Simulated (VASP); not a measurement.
# TiO2 (P4_2/mnm) in VASP: notebook, part 2 of 2

VASP 6.6.1.

### Step 3. Electric field gradients, LDA (11.03 Å³/atom)

This run uses another cell than the first one, of 11.03 Å³/atom.

File INCAR:

```
SYSTEM = TiO2
  ALGO = Normal
  EDIFF = 1E-8
  ENCUT = 520
  GGA = CA
  ISIF = 2
  ISMEAR = -1
  LASPH = .TRUE.
  LCHARG = .FALSE.
  LEFG = .TRUE.
  LREAL = .FALSE.
  LWAVE = .FALSE.
  NBANDS = 33
  NELM = 60
  PREC = Accurate
  SIGMA = 0.05
```

File KPOINTS:

```
k-points
0
G
  7 7 10
  0 0 0
```

File POSCAR:

```
TiO2
1.0
    4.6841013062      0.0000000000      0.0000000000
    0.0000000000      4.6841013062      0.0000000000
    0.0000000000      0.0000000000      3.0170343416
Ti O
2 4
Direct
    0.0000000000      0.0000000000      0.0000000000
    0.5000000000      0.5000000000      0.5000000000
    0.3060000000      0.3060000000      0.0000000000
    0.1940000000      0.8060000000      0.5000000000
    0.6940000000      0.6940000000      0.0000000000
    0.8060000000      0.1940000000      0.5000000000
```

Potentials or basis: VASP PAW LDA potentials, release 64 (Ti_sv, O).

Launch:

```
$ cat potpaw_LDA.64/Ti_sv/POTCAR potpaw_LDA.64/O/POTCAR > POTCAR
$ mpirun -np 1 vasp_std > vasp.out
```

OUTCAR:

```text
SYSTEM = TiO2
   EDIFF = 1E-8
   ENCUT = 520
   GGA = CA
   ISIF = 2
   ISMEAR = -1
   LASPH = .TRUE.
   LREAL = .FALSE.
   NELM = 60
   PREC = Accurate

 ion  position               nearest neighbor table
   1  0.000  0.000  0.000-   4 1.98   6 1.98   4 1.98   6 1.98   5 2.03   3 2.03
   2  0.500  0.500  0.500-   3 1.98   5 1.98   3 1.98   5 1.98   4 2.03   6 2.03
   3  0.306  0.306  0.000-   2 1.98   2 1.98   1 2.03
   4  0.194  0.806  0.500-   1 1.98   1 1.98   2 2.03
   5  0.694  0.694  0.000-   2 1.98   2 1.98   1 2.03
   6  0.806  0.194  0.500-   1 1.98   1 1.98   2 2.03

  LATTYP: Found a simple tetragonal cell.
 ALAT       =     4.6841013062
 C/A-ratio  =     0.6441010013

[... 1105 lines left out ...]
   3       1.023     1.023    -2.047    21.155     0.000     0.000
   4       1.023     1.023    -2.047   -21.155    -0.000    -0.000
   5       1.023     1.023    -2.047    21.155    -0.000    -0.000
   6       1.023     1.023    -2.047   -21.155     0.000     0.000
---------------------------------------------------------------------

 Electric field gradients after diagonalization (V/A^2)
 (convention: |V_zz| > |V_xx| > |V_yy|)
----------------------------------------------------------------------
 ion       V_xx      V_yy      V_zz     asymmetry (V_yy - V_xx)/ V_zz
----------------------------------------------------------------------
   1      18.147     5.038   -23.186       0.565
   2      18.147     5.038   -23.186       0.565
   3     -20.132    -2.047    22.179       0.815
   4     -20.132    -2.047    22.179       0.815
   5     -20.132    -2.047    22.179       0.815
   6     -20.132    -2.047    22.179       0.815
----------------------------------------------------------------------

           NMR quadrupolar parameters

 Cq : quadrupolar parameter    Cq=e*Q*V_zz/h
 eta: asymmetry parameters     (V_yy - V_xx)/ V_zz
 Q  : nuclear electric quadrupole moment in mb (millibarn)
----------------------------------------------------------------------
 ion       Cq(MHz)       eta       Q (mb)
----------------------------------------------------------------------
   1      -0.056       0.565       1.000
   2      -0.056       0.565       1.000
   3       0.054       0.815       1.000
   4       0.054       0.815       1.000
   5       0.054       0.815       1.000
   6       0.054       0.815       1.000
----------------------------------------------------------------------
```

It took 4.2 min on 1 thread of Intel Xeon 8259CL, shared host; peak memory 0.22 GiB.

What came out:

| Quantity | Value |
| --- | --- |
| Free energy | -58.4391 eV |
| Pressure | -18.6 GPa |
| Largest force | 0.165 eV/Å |
| Band gap on the k mesh | 1.68 eV |
| Largest electric field gradient by atom | Ti -23.2; O +22.2 V/Å² |

Forces in eV/Å, atoms in the order of the input:
```
Ti   0.000  0.000  0.000
Ti   0.000  0.000  0.000
O    0.117  0.117  0.000
O   -0.117  0.117  0.000
O   -0.117 -0.117  0.000
O    0.117 -0.117  0.000
```

Stress tensor (GPa, compression positive):
```
-16.56   0.00   0.00
  0.00 -16.56   0.00
  0.00   0.00 -22.71
```

Levels at points of the mesh, in eV from the valence-band top:
| k point | band 20 | band 21 | band 22 | band 23 | band 24 | band 25 | band 26 | band 27 | band 28 | band 29 |
| --- | --- | --- | --- | --- | --- | --- | --- | --- | --- | --- |
| (0.00, 0.00, 0.00) | -1.93 | -0.70 | -0.42 | -0.42 | 0.00 | 1.68 | 1.96 | 2.19 | 2.25 | 2.25 |
| (0.00, 0.00, 0.50) | -2.65 | -2.20 | -2.20 | -1.39 | -1.39 | 2.69 | 2.69 | 2.84 | 2.84 | 3.39 |

Electric field gradients, principal values (V/Å²):
| atom | least | middle | greatest (by size) |
| --- | --- | --- | --- |
| 1 Ti | 5.038 | 18.147 | -23.186 |
| 2 Ti | 5.038 | 18.147 | -23.186 |
| 3 O | -2.047 | -20.132 | 22.179 |
| 4 O | -2.047 | -20.132 | 22.179 |
| 5 O | -2.047 | -20.132 | 22.179 |
| 6 O | -2.047 | -20.132 | 22.179 |

Caveat: the cell stands under tension; without QUAD_EFG the Cq values of the log hold for a quadrupole moment of 1 mb, not for the nuclei; an odd mesh through Γ misses points on the zone boundary, where band edges can lie.

### Step 4. Electric field gradients, LDA (11.03 Å³/atom)

This run uses another cell than the first one, of 11.03 Å³/atom.

File INCAR:

```
SYSTEM = TiO2
PREC = Accurate
ENCUT = 520
EDIFF = 1E-8
ISMEAR = -1
SIGMA = 0.05
LREAL = .FALSE.
LASPH = .TRUE.
NELM = 60
ALGO = Normal
ISIF = 2
LWAVE = .FALSE.
LCHARG = .FALSE.
LEFG = .TRUE.
NBANDS = 33
```

File KPOINTS:

```
Automatic mesh
0
G
  7 7 10
  0 0 0
```

POSCAR is that of step 3.

Potentials or basis: VASP PAW LDA potentials, release 64 (Ti_sv, O).

Launch:

```
$ cat potpaw_LDA.64/Ti_sv/POTCAR potpaw_LDA.64/O/POTCAR > POTCAR
$ mpirun -np 1 vasp_std > vasp.out
```

OUTCAR:

```text
SYSTEM = TiO2
   PREC = Accurate
   ENCUT = 520
   EDIFF = 1E-8
   ISMEAR = -1
   LREAL = .FALSE.
   LASPH = .TRUE.
   NELM = 60
   ISIF = 2

 ion  position               nearest neighbor table
   1  0.000  0.000  0.000-   4 1.98   6 1.98   4 1.98   6 1.98   5 2.03   3 2.03
   2  0.500  0.500  0.500-   3 1.98   5 1.98   3 1.98   5 1.98   4 2.03   6 2.03
   3  0.306  0.306  0.000-   2 1.98   2 1.98   1 2.03
   4  0.194  0.806  0.500-   1 1.98   1 1.98   2 2.03
   5  0.694  0.694  0.000-   2 1.98   2 1.98   1 2.03
   6  0.806  0.194  0.500-   1 1.98   1 1.98   2 2.03

  LATTYP: Found a simple tetragonal cell.
 ALAT       =     4.6841013062
 C/A-ratio  =     0.6441010013

  Lattice vectors:
[... 1104 lines left out ...]
   3       1.023     1.023    -2.047    21.155     0.000     0.000
   4       1.023     1.023    -2.047   -21.155    -0.000    -0.000
   5       1.023     1.023    -2.047    21.155    -0.000    -0.000
   6       1.023     1.023    -2.047   -21.155     0.000     0.000
---------------------------------------------------------------------

 Electric field gradients after diagonalization (V/A^2)
 (convention: |V_zz| > |V_xx| > |V_yy|)
----------------------------------------------------------------------
 ion       V_xx      V_yy      V_zz     asymmetry (V_yy - V_xx)/ V_zz
----------------------------------------------------------------------
   1      18.147     5.038   -23.186       0.565
   2      18.147     5.038   -23.186       0.565
   3     -20.132    -2.047    22.179       0.815
   4     -20.132    -2.047    22.179       0.815
   5     -20.132    -2.047    22.179       0.815
   6     -20.132    -2.047    22.179       0.815
----------------------------------------------------------------------

           NMR quadrupolar parameters

 Cq : quadrupolar parameter    Cq=e*Q*V_zz/h
 eta: asymmetry parameters     (V_yy - V_xx)/ V_zz
 Q  : nuclear electric quadrupole moment in mb (millibarn)
----------------------------------------------------------------------
 ion       Cq(MHz)       eta       Q (mb)
----------------------------------------------------------------------
   1      -0.056       0.565       1.000
   2      -0.056       0.565       1.000
   3       0.054       0.815       1.000
   4       0.054       0.815       1.000
   5       0.054       0.815       1.000
   6       0.054       0.815       1.000
----------------------------------------------------------------------
```

OSZICAR:

```text
N       E                     dE             d eps       ncg     rms          rms(c)
DAV:   1     0.633462266271E+03    0.63346E+03   -0.24175E+04  3960   0.169E+03
DAV:   2     0.168706235179E+02   -0.61659E+03   -0.57221E+03  4347   0.503E+02
[... 10 lines left out ...]
DAV:  13    -0.584391260301E+02    0.20080E-02   -0.40497E-03  5504   0.567E-01    0.680E-02
DAV:  14    -0.584391433721E+02   -0.17342E-04   -0.27210E-04  5002   0.109E-01    0.554E-02
DAV:  15    -0.584391073523E+02    0.36020E-04   -0.61607E-05  5994   0.681E-02    0.195E-02
DAV:  16    -0.584391043904E+02    0.29619E-05   -0.73483E-06  5661   0.183E-02    0.117E-02
DAV:  17    -0.584391022742E+02    0.21162E-05   -0.47307E-06  5441   0.197E-02    0.177E-03
DAV:  18    -0.584391023148E+02   -0.40596E-07   -0.59362E-07  5564   0.487E-03    0.644E-04
DAV:  19    -0.584391023101E+02    0.46548E-08   -0.17948E-08  3648   0.114E-03
   1 F= -.58439102E+02 E0= -.58439102E+02  d E =-.296435E-08
```

It took 4.1 min on 1 thread of Intel Xeon 8259CL, shared host; peak memory 0.22 GiB.

Results:

```yaml
Free_energy: -58.4391 eV
Pressure: -18.6 GPa
Largest_force: 0.165 eV/Å
Band_gap_on_the_k_mesh: 1.68 eV
Largest_electric_field_gradient_by_atom: Ti -23.2; O +22.2 V/Å²
```

Forces on the atoms (eV/Å):
```
Ti   0.000  0.000  0.000
Ti   0.000  0.000  0.000
O    0.117  0.117  0.000
O   -0.117  0.117  0.000
O   -0.117 -0.117  0.000
O    0.117 -0.117  0.000
```

Levels at points of the mesh, in eV from the valence-band top:
```
           k point  band 21  band 22  band 23  band 24  band 25  band 26  band 27  band 28
(0.00, 0.00, 0.00)    -0.70    -0.42    -0.42     0.00     1.68     1.96     2.19     2.25
(0.00, 0.00, 0.50)    -2.20    -2.20    -1.39    -1.39     2.69     2.69     2.84     2.84
```

Electric field gradients, principal values (V/Å²):
```
atom   least   middle  greatest (by size)
1 Ti   5.038   18.147             -23.186
2 Ti   5.038   18.147             -23.186
 3 O  -2.047  -20.132              22.179
 4 O  -2.047  -20.132              22.179
 5 O  -2.047  -20.132              22.179
 6 O  -2.047  -20.132              22.179
```

Caveat: the cell stands under tension; without QUAD_EFG the Cq values of the log hold for a quadrupole moment of 1 mb, not for the nuclei; an odd mesh through Γ misses points on the zone boundary, where band edges can lie.
